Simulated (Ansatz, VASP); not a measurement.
**One calculation of Si5O, two programs**

```
Si O
1.0
     0.00000    3.51545    3.51545
     3.51545    0.00000    3.51545
     3.51545    3.51545    0.00000
Si O
5 1
Direct
  0.75000 0.75000 0.75000
  0.37426 0.37426 0.87723
  0.37426 0.87723 0.37426
  0.37426 0.37426 0.37426
  0.87723 0.37426 0.37426
  0.00000 0.00000 0.00000
```

Change from the starting cell: species swapped into the DyCu5 type (F-43m, No. 216).

Alike in both runs: task single point; functional PBE; k mesh 4 × 4 × 4; occupations gaussian, width 0.1 eV; collinear spin.

|  | VASP | Ansatz |
| --- | --- | --- |
| version | VASP 6.6.1 | Ansatz 0.2.0 |
| potentials or method | VASP PAW PBE potentials, release 64 (Si, O), cutoff 520 eV | scalar-relativistic, plane waves, PAW |
| valence electrons in the cell | 26 | 26 |

Ansatz gave:

* gap on the k mesh at the Fermi level (eV): none
* pressure (GPa): 0.2
* net moment per atom (μB): 0.00

Problem. Estimate VASP's values.

Solution. gap on the k mesh at the Fermi level (eV): none; pressure (GPa): 0.1; net moment per atom (μB): 0.00.

A gap of «none» marks a metal or a gap that the smearing closes. Ansatz's warnings: seeded moment not kept.

The k mesh is coarse, so the values compare programs but aren't converged.
